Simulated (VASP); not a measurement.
Runs of VASP 6.6.1 on Mg. The structure is that of space group Im-3m (No. 229), or close to it. The cells are those of the table. 

```tsv
cell	gap on the mesh (eV)	pressure (GPa)
a = 3.102 Å, angles 109.1, 109.1, 110.2°, 1 atom	none	-0.2
a = 3.104 Å, angles 110.8, 110.8, 106.9°, 1 atom	none	-0.2
a = 3.131 Å, angles 110.8, 110.8, 106.9°, 1 atom	none	-1.0
a = 3.129 Å, angles 109.1, 109.1, 110.2°, 1 atom	none	(a)
```

Alike in all rows: task single point; level PBE; potentials or basis VASP PAW PBE potentials, release 64 (Mg); no spin polarisation; k mesh 20 × 20 × 20; cutoff (eV) 520; smearing gaussian 0.15 eV.

**Question.** Fill in the values left out.

**Answer.** (a) -1.1.

A gap of «none» marks levels without a gap at the run's occupations.
